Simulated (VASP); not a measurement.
Write the native input for VASP 6.6.1 that does the following.

* Task: relaxation of cell and atoms
* Functional: PBE
* Potentials or basis: VASP PAW PBE potentials, release 64 (B, Pd, Ir)
* Cutoff: 600 eV
* k mesh: 12 × 12 × 6
* Occupations: gaussian, width 0.1 eV
* Spin: no spin polarisation
* Dipole correction: no
* Further INCAR settings: ALGO = Fast; EDIFF = 1e-06; IBRION = 2; EDIFFG = -0.01; NSW = 100; ISIF = 3

The structure of BIr3Pd lies in POSCAR:

```
BIr3Pd
1.0
    3.0126510411      0.0000000000      0.0000000000
    0.0000000000      3.0126510411      0.0000000000
    0.0000000000      0.0000000000      7.4358911035
B Pd Ir
1 1 3
Direct
    0.5000000000      0.5000000000      0.0000000000
    0.0000000000      0.0000000000      0.0000000000
    0.5000000000      0.5000000000      0.2733019620
    0.5000000000      0.5000000000      0.7266980380
    0.0000000000      0.0000000000      0.5000000000
```

The cell was built from a structure type or drawn by symmetry, and may not be a known phase.

These files were run (other wordings do the same):

INCAR

```
SYSTEM = BIr3Pd
PREC = Accurate ; ENCUT = 600
EDIFF = 1E-6 ; ISMEAR = 0
SIGMA = 0.1 ; LREAL = .False.
LASPH = .True. ; NELM = 100
ALGO = Fast ; ISIF = 3
LWAVE = .False. ; LCHARG = .False.
GGA = PE ; IBRION = 2
NSW = 100 ; EDIFFG = -0.01
```

KPOINTS

```
regular mesh
0
Gamma
  12 12 6
  0 0 0
```

Potentials or basis: VASP PAW PBE potentials, release 64 (B, Pd, Ir).

Launch:

```sh
$ cat potpaw_PBE.64/B/POTCAR potpaw_PBE.64/Pd/POTCAR potpaw_PBE.64/Ir/POTCAR > POTCAR
$ mpirun -np 1 vasp_std > vasp.out
```

It gave:

```
Relaxed volume                        : 13.53 Å³/atom
Relaxed cell                          : a = 3.017 Å, b = 3.017 Å, c = 7.431 Å, α = 90.00°, β = 90.00°, γ = 90.00°
Space group after relaxing (to 0.1 Å) : P4/mmm (No. 123)
Energy gained by relaxing             : 0.2 meV/atom
Ionic steps                           : 9
Pressure after relaxing               : 0.0 GPa
Band gap on the k mesh                : zero (bands 20 and 21 overlap by 1.08 eV)
```

Caveat: spin-orbit coupling is left out, which moves the levels of the heavy elements.

Wall time 13 min on 1 thread of Intel(R) Xeon(R) Platinum 8124M CPU @ 3.00GHz (Skylake/Cascade Lake) (shared host), peak memory 0.38 GiB.
